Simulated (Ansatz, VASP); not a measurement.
Al2Cu: VASP beside Ansatz

INCAR

```
PREC = Accurate
ENCUT = 520
EDIFF = 1E-6
ISMEAR = -1
SIGMA = 0.05
LREAL = F
LASPH = T
NELM = 80
ALGO = Normal
ISIF = 2
LWAVE = F
LCHARG = F
GGA = PS
NBANDS = 16
```

Contents of KPOINTS:

```
Automatic mesh
0
Gamma
  7 7 9
```

POSCAR

```
Al2Cu
1.0
    4.0213792609      0.0000000000      0.0000000000
    0.0000000000      4.0213792609      0.0000000000
    0.0000000000      0.0000000000      2.8322900507
Cu Al
1 2
Direct
    0.0000000000      0.0000000000      0.0000000000
    0.0000000000      0.5000000000      0.5000000000
    0.5000000000      0.0000000000      0.5000000000
```

Contents of input.yaml:

```yaml
crystal:
  lattice:
    - [4.0213792609, 0.0, 0.0]
    - [0.0, 4.0213792609, 0.0]
    - [0.0, 0.0, 2.8322900507]
  atoms:
    - { symbol: Cu, position: [0.0, 0.0, 0.0] }
    - { symbol: Al, position: [0.0, 0.5, 0.5] }
    - { symbol: Al, position: [0.5, 0.0, 0.5] }
kpoints:
  mp_grid: { grid: [7, 7, 9] }
scf:
  occupations: { method: fermi_dirac, width: 0.05 }
hamiltonian:
  xc: pbesol
  pseudopotentials: { kind: all_electron, lapw: { basis_error: 0.001 } }
output:
  forces: true
  stress: true
  eigenvalues: true
```

Change from the starting cell: volume scaled by 0.94.

Alike in both runs: task single point; functional PBEsol; k mesh 7 × 7 × 9; occupations fermi-dirac, width 0.05 eV; no spin polarisation.

```csv
,VASP,Ansatz
version,VASP 6.6.1,Ansatz 0.2.0
potentials or method,"VASP PAW PBE potentials, release 64 (Cu, Al), cutoff 520 eV","all-electron LAPW, scalar-relativistic"
```

Ansatz gave:

| Item | Value |
| --- | --- |
| gap on the k mesh at the Fermi level (eV) | none |
| pressure (GPa) | 3.9 |
| traceless stress, the component that is largest in VASP (GPa) | -0.90 |

Problem. Estimate VASP's values.

Solution. gap on the k mesh at the Fermi level (eV): none; pressure (GPa): 4.0; traceless stress, the component that is largest in VASP (GPa): -0.86.

VASP's potentials were made for PBE, not for PBEsol. A gap of «none» marks a metal or a gap that the smearing closes. Ansatz ran all-electron here, and VASP with PAW potentials.
